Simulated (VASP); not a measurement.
# Ag (P6_3/mmc) in VASP: a series of runs

Ag is run at these levels: PBEsol; tasks: relaxation of shape and atoms at fixed volume, relaxation of cell and atoms.

Everything below comes from runs of VASP 6.6.1. Logs are shortened: lines on timing, memory, paths and dates and some standing lists are left out, and cuts for length are marked.

## (1) The cell of the first run

The structure is hexagonal, space group P6_3/mmc (No. 194). The conventional cell has a = 2.263 Å, b = 2.263 Å, c = 3.760 Å, α = 90.00°, β = 90.00°, γ = 120.00°. Ag (site symmetry -6m2) has 12 Ag at 2.26 to 2.29 Å within 3.0 Å.

## (2) Relaxation of shape and atoms at fixed volume, PBEsol

File INCAR:

```
PREC = Accurate
ENCUT = 600
EDIFF = 1E-7
ISMEAR = -1
SIGMA = 0.05
LREAL = F
LASPH = T
NELM = 60
ALGO = Normal
ISIF = 4
LWAVE = F
LCHARG = F
GGA = PS
IBRION = 2
NSW = 50
EDIFFG = -0.005
```

File KPOINTS:

```
Automatic mesh
0
Gamma
  15 15 8
```

File POSCAR:

```
Ag
1.0
    2.2626669926      0.0000000000      0.0000000000
   -1.1313334963      1.9595270959      0.0000000000
    0.0000000000      0.0000000000      3.7598740173
Ag
2
Direct
    0.3333333333      0.6666666667      0.2500000000
    0.6666666667      0.3333333333      0.7500000000
```

Potentials or basis: VASP PAW PBE potentials, release 64 (Ag).

The run is started by

```sh
$ cat potpaw_PBE.64/Ag/POTCAR > POTCAR
$ mpirun -np 1 vasp_std > vasp.out
```

OUTCAR:

```text
PREC = Accurate
   ENCUT = 600
   EDIFF = 1E-7
   ISMEAR = -1
   LREAL = F
   LASPH = T
   NELM = 60
   ISIF = 4
   GGA = PS
   IBRION = 2
   NSW = 50
   EDIFFG = -0.005

 ion  position               nearest neighbor table
   1  0.333  0.667  0.250-   2 2.29   2 2.29   2 2.29   2 2.29   2 2.29   2 2.29   2 3.22   2 3.22
                             2 3.22   2 3.22   2 3.22   2 3.22
   2  0.667  0.333  0.750-   1 2.29   1 2.29   1 2.29   1 2.29   1 2.29   1 2.29   1 3.22   1 3.22
                             1 3.22   1 3.22   1 3.22   1 3.22

  LATTYP: Found a hexagonal cell.
 ALAT       =     2.2626669926
 C/A-ratio  =     1.6617001218

  Lattice vectors:

 A1 = (   2.2626669926,   0.0000000000,   0.0000000000)
 A2 = (  -1.1313334963,   1.9595270959,   0.0000000000)
 A3 = (   0.0000000000,   0.0000000000,   3.7598740173)

Analysis of symmetry for initial positions (statically):
=====================================================================
 Subroutine PRICEL returns:
 Original cell was already a primitive cell.

 Routine SETGRP: Setting up the symmetry group for a
 hexagonal supercell.

 Subroutine GETGRP returns: Found 24 space group operations
 (whereof 12 operations were pure point group operations)
 out of a pool of 24 trial point group operations.

The static configuration has the point symmetry D_3d.
 The point group associated with its full space group is D_6h.

Analysis of symmetry for dynamics (positions and initial velocities):
=====================================================================
 Subroutine PRICEL returns:
 Original cell was already a primitive cell.

 Routine SETGRP: Setting up the symmetry group for a
 hexagonal supercell.

 Subroutine GETGRP returns: Found 24 space group operations
 (whereof 12 operations were pure point group operations)
 out of a pool of 24 trial point group operations.

The dynamic configuration has the point symmetry D_3d.
 The point group associated with its full space group is D_6h.

 Subroutine INISYM returns: Found 24 space group operations
 (whereof 12 operations are pure point group operations),
 and found     1 'primitive' translations

----------------------------------------------------------------------------------------

                                     Primitive cell

  volume of cell :      16.6704

  direct lattice vectors                    reciprocal lattice vectors
[... 103 lines left out ...]
   EFERMI_NEDOS =   21; number of points for ismear=-14 and -15
   IALGO  =     38    algorithm
   IMIX   =      4    mixing-type and parameters
     AMIX     =   0.40;   BMIX     =  1.00
     AMIX_MAG =   1.60;   BMIX_MAG =  1.00
  volume/ion in A,a.u.               =       8.34        56.25
  Fermi-wavevector in a.u.,A,eV,Ry     =   1.795701  3.393383 43.872551  3.224542
  Thomas-Fermi vector in A             =   2.857399
   LORBIT       =      0    0 simple, 1 ext, 2 COOP (PROOUT), +10 PAW based schemes
   GGA     = PS    functional components
   LHFCALC =     F    Hartree Fock is set to
   AEXX    =    0.0000 exact exchange contribution
   IVDW    =     0    specifies the selected vdW correction
   LEPSILON=     F    determine dielectric tensor
   LRPA    =     F    only Hartree local field effects (RPA)
 conjugate gradient relaxation of ions
 non-spin polarized calculation
  energy-cutoff  :      600.00
  volume of cell :       16.67
 maximum number of plane-waves:       570
 NGX is ok and might be reduce to    18
   NGX =  9   NGY =  9   NGZ = 15

--------------------------------------- Ionic step        1  -------------------------------------------

 number of electron      21.9999995 magnetization

 Free energy of the ion-electron system (eV)
  ---------------------------------------------------
  ext. energy  EPLUGINS =         0.00000000
  ---------------------------------------------------
  free energy    TOTEN  =         7.21590755 eV

  energy without entropy =        7.21659915  energy(sigma->0) =        7.21625335

------------------------ aborting loop because EDIFF is reached ----------------------------------------

  FORCE on cell =-STRESS in cart. coord.  units (eV):
  Direction    XX          YY          ZZ          XY          YZ          ZX
  --------------------------------------------------------------------------------------
  -------------------------------------------------------------------------------------
  Total       57.5364124     57.5364124     55.2786705      0.0000000     -0.0000000      0.0000000
  in kB     5529.7838153   5529.7838153   5312.7938381      0.0000000     -0.0000000      0.0000000
  external PRESSURE =    5457.4538229 kB  Pullay stress =       0.0000000 kB
[... 95 lines left out ...]
--------------------------------------- Ionic step        4  -------------------------------------------

 number of electron      22.0000001 magnetization

 Free energy of the ion-electron system (eV)
  ---------------------------------------------------
  ext. energy  EPLUGINS =         0.00000000
  ---------------------------------------------------
  free energy    TOTEN  =         7.20694074 eV

  energy without entropy =        7.20770612  energy(sigma->0) =        7.20732343

 E-fermi :  24.3697     XC(G=0): -17.1923

 val. band max:       24.2810576308   @ k =   0.2667   0.2000   0.3750
 cond. band min:      24.6180404454   @ k =   0.4667   0.0667   0.1250
 fundamental gap:      0.3369828146
 Fermi energy:        24.3697404458

 k-point     1 :       0.0000    0.0000    0.0000
  band No.  band energies     occupation
      1       8.7508      2.00000
      2       9.5478      2.00000
      3      13.8346      2.00000
      4      14.1182      2.00000
      5      14.1182      2.00000
      6      14.9827      2.00000
      7      14.9827      2.00000
      8      16.2133      2.00000
      9      16.2133      2.00000
     10      19.5167      2.00000
     11      19.5167      2.00000
     12      20.8459      2.00000
     13      33.4623      0.00000
     14      38.2656      0.00000
[... 401 lines left out ...]
      2      10.7036      2.00000
      3      11.9002      2.00000
      4      13.5810      2.00000
      5      14.4392      2.00000
      6      14.4723      2.00000
      7      15.8407      2.00000
      8      19.1625      2.00000
      9      19.6801      2.00000
     10      19.8320      2.00000
     11      26.8317      0.00000
     12      29.3721      0.00000
     13      33.6700      0.00000
     14      36.6770      0.00000
     15      37.6892      0.00000

 [... further k-points ...]
[... 5 lines left out ...]
  --------------------------------------------------------------------------------------
  -------------------------------------------------------------------------------------
  Total       56.7604004     56.7604004     56.7642340      0.0000000      0.0000000      0.0000000
  in kB     5455.2018526   5455.2018527   5455.5702933      0.0000000      0.0000000      0.0000000
  external PRESSURE =    5455.3246662 kB  Pullay stress =       0.0000000 kB
[... 17 lines left out ...]
  FREE ENERGIE OF THE ION-ELECTRON SYSTEM (eV)
  ---------------------------------------------------
  free  energy   TOTEN  =         7.2069407373 eV

  energy  without entropy=        7.2077061184  energy(sigma->0) =        7.20732343

 reached required accuracy - stopping structural energy minimisation
```

Run time: 39 s. Hardware: 1 thread of Intel Xeon 6975P-C (Granite Rapids), shared host; peak memory 0.15 GiB.

Results:

* Free energy: 7.2069 eV
* Energy gained by relaxing: 4.5 meV/atom
* Ionic steps: 4
* Pressure after relaxing: 545.5 GPa
* Band gap on the k mesh: zero (band 11 reaches 31.37 eV, above the bottom of band 12 at 18.59 eV)

Step by step:
```tsv
step	energy change (eV)	largest force (eV/Å)	pressure (GPa)	volume (Å³)
1	0.0000	0.0000	545.75	16.67
2	0.0964	0.0000	547.44	16.67
3	-0.0090	0.0000	545.53	16.67
4	-0.0090	0.0000	545.53	16.67
```

Final structure:
```cif
data_structure
_symmetry_space_group_name_H-M 'P 1'
_symmetry_Int_Tables_number 1
_cell_length_a 2.2718
_cell_length_b 2.2718
_cell_length_c 3.7296
_cell_angle_alpha 90.000
_cell_angle_beta 90.000
_cell_angle_gamma 120.000
_cell_volume 16.67
loop_
_atom_site_label
_atom_site_type_symbol
_atom_site_fract_x
_atom_site_fract_y
_atom_site_fract_z
_atom_site_occupancy
Ag1 Ag 0.33333 0.66667 0.25000 1
Ag2 Ag 0.66667 0.33333 0.75000 1
```

Caveat: the PAW data sets were made with another functional, which shifts forces and pressure a little.

## (3) Relaxation of shape and atoms at fixed volume, PBEsol

This run uses another cell than the first one, of 14.67 Å³/atom, 1.760 times its volume.

File INCAR:

```
PREC = Accurate ; ENCUT = 600
EDIFF = 1E-7 ; ISMEAR = -1
SIGMA = 0.05 ; LREAL = False
LASPH = True ; NELM = 60
ALGO = Normal ; ISIF = 4
LWAVE = False ; LCHARG = False
GGA = PS ; IBRION = 2
NSW = 50 ; EDIFFG = -0.005
```

File KPOINTS:

```
regular mesh
0
Gamma
  15 15 8
```

File POSCAR:

```
Ag
1.0
    2.7318584789      0.0000000000      0.0000000000
   -1.3659292395      2.3658588423      0.0000000000
    0.0000000000      0.0000000000      4.5395295673
Ag
2
Direct
    0.3333333333      0.6666666667      0.2500000000
    0.6666666667      0.3333333333      0.7500000000
```

Potentials or basis: VASP PAW PBE potentials, release 64 (Ag).

The run is started by

```sh
$ cat potpaw_PBE.64/Ag/POTCAR > POTCAR
$ mpirun -np 1 vasp_std > vasp.out
```

OUTCAR:

```text
PREC = Accurate
   ENCUT = 600
   EDIFF = 1E-7
   ISMEAR = -1
   LREAL = False
   LASPH = True
   NELM = 60
   ISIF = 4
   GGA = PS
   IBRION = 2
   NSW = 50
   EDIFFG = -0.005

 ion  position               nearest neighbor table
   1  0.333  0.667  0.250-   2 2.76   2 2.76   2 2.76   2 2.76   2 2.76   2 2.76
   2  0.667  0.333  0.750-   1 2.76   1 2.76   1 2.76   1 2.76   1 2.76   1 2.76

  LATTYP: Found a hexagonal cell.
 ALAT       =     2.7318584789
 C/A-ratio  =     1.6617001219

  Lattice vectors:

 A1 = (   2.7318584789,   0.0000000000,   0.0000000000)
[... 660 lines left out ...]
     12      13.2324      0.00000
     13      17.8721      0.00000
     14      19.1931      0.00000
     15      19.6031      0.00000

 [... further k-points ...]
[... 5 lines left out ...]
  --------------------------------------------------------------------------------------
  -------------------------------------------------------------------------------------
  Total        3.8941471      3.8941471      3.9014259     -0.0000000     -0.0000000      0.0000000
  in kB      212.6498394    212.6498394    213.0473173     -0.0000000     -0.0000000      0.0000000
  external PRESSURE =     212.7823321 kB  Pullay stress =       0.0000000 kB

 VOLUME and BASIS-vectors are now :
 -----------------------------------------------------------------------------
  energy-cutoff  :      600.00
  volume of cell :       29.34
      direct lattice vectors                 reciprocal lattice vectors
     2.735403626 -0.000000000  0.000000000     0.365576762  0.211065842  0.000000000
    -1.367701813  2.368929030  0.000000000     0.000000000  0.422131684  0.000000000
     0.000000000 -0.000000000  4.527770520    -0.000000000 -0.000000000  0.220859250

 POSITION                                       TOTAL-FORCE (eV/Angst)
 -----------------------------------------------------------------------------------
     -0.00000      1.57929      1.13194         0.000000     -0.000000      0.000000
      1.36770      0.78964      3.39583        -0.000000      0.000000     -0.000000
 -----------------------------------------------------------------------------------
    total drift:                               -0.000000      0.000000     -0.000000

  FREE ENERGIE OF THE ION-ELECTRON SYSTEM (eV)
  ---------------------------------------------------
  free  energy   TOTEN  =        -6.3835894510 eV

  energy  without entropy=       -6.3793863863  energy(sigma->0) =       -6.38148792

 reached required accuracy - stopping structural energy minimisation
```

CONTCAR:

```text
Ag
   1.00000000000000
     2.7354036258652785   -0.0000000000055081    0.0000000000000000
    -1.3677018129874745    2.3689290296403454    0.0000000000000000
     0.0000000000000000   -0.0000000000000000    4.5277705196145979
  Ag
     2
Direct
     0.3333333332999970    0.6666666667000030    0.2500000000000000
     0.6666666667000030    0.3333333332999970    0.7500000000000000

  0.00000000E+00  0.00000000E+00  0.00000000E+00
  0.00000000E+00  0.00000000E+00  0.00000000E+00
```

It took 29 s on 1 thread of Intel Xeon 6975P-C (Granite Rapids), shared host; peak memory 0.2 GiB.

What came out:

- Free energy: -6.3836 eV
- Energy gained by relaxing: 0.1 meV/atom
- Ionic steps: 2
- Pressure after relaxing: 21.3 GPa
- Band gap on the k mesh: zero (band 11 reaches 15.09 eV, above the bottom of band 12 at 6.92 eV)

The path:
```tsv
step	energy change (eV)	largest force (eV/Å)	pressure (GPa)	volume (Å³)
1	0.0000	0.0000	21.30	29.34
2	-0.0002	0.0000	21.28	29.34
```

Final structure:
```
Ag
1.0
     2.73540    0.00000    0.00000
    -1.36770    2.36893    0.00000
     0.00000    0.00000    4.52777
Ag
2
Cartesian
  0.0000 1.5793 1.1319
  1.3677 0.7896 3.3958
```

Levels at points of the mesh, in eV from the Fermi level:
| k point | band 9 | band 10 | band 11 | band 12 | band 13 | band 14 |
| --- | --- | --- | --- | --- | --- | --- |
| (0.00, 0.00, 0.00) | -4.66 | -3.40 | -3.40 | -1.22 | 4.08 | 15.83 |
| (0.00, 0.00, 0.50) | -3.80 | -3.80 | -3.80 | -3.80 | 11.78 | 11.78 |

Caveat: the PAW data sets were made with another functional, which shifts forces and pressure a little.

[end of part 1 of 2]
